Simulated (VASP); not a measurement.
Set up this calculation in VASP 6.6.1, as the native input.

- Task: single point
- Functional: PBE
- Potentials or basis: VASP PAW PBE potentials, release 64 (Al, N)
- Cutoff: 520 eV
- k mesh: 9 × 9 × 6
- Occupations: gaussian, width 0.05 eV
- Spin: no spin polarisation
- Dipole correction: no
- Further INCAR settings: ALGO = Normal; EDIFF = 1e-06; NBANDS = 16

The structure of AlN lies in POSCAR:

```
AlN
1.0
    3.1465099547      0.0000000000      0.0000000000
   -1.5732549774      2.7249575541      0.0000000000
    0.0000000000      0.0000000000      4.1875630000
Al N
2 2
Direct
    0.3333333333      0.6666666667      0.7500000000
    0.6666666667      0.3333333333      0.2500000000
    0.3333333333      0.6666666667      0.2500000000
    0.6666666667      0.3333333333      0.7500000000
```

This cell differs from its parent crystal: strain -0.0500 x Voigt [1, 1, 0, 0, 0, 0].

One way to write it, as run:

INCAR

```
SYSTEM = AlN
PREC = Accurate ; ENCUT = 520
EDIFF = 1E-6 ; ISMEAR = 0
SIGMA = 0.05 ; LREAL = .FALSE.
LASPH = .TRUE. ; NELM = 60
ALGO = Normal ; ISIF = 2
LWAVE = .FALSE. ; LCHARG = .FALSE.
GGA = PE ; NBANDS = 16
```

KPOINTS

```
regular mesh
0
G
  9 9 6
  0 0 0
```

Potentials or basis: VASP PAW PBE potentials, release 64 (Al, N).

Run with:

```console
$ cat potpaw_PBE.64/Al/POTCAR potpaw_PBE.64/N/POTCAR > POTCAR
$ mpirun -np 1 vasp_std > vasp.out
```

It gave:

```yaml
Pressure: 29.1 GPa
Band_gap_on_the_k_mesh: 3.97 eV, direct
```

Caveat: the cell differs from its parent crystal (strain -0.0500 x Voigt [1, 1, 0, 0, 0, 0]).

It took 12 s on 1 thread of Intel(R) Xeon(R) Platinum 8375C CPU @ 2.90GHz (Ice Lake) (shared host), peak memory 0.15 GiB.
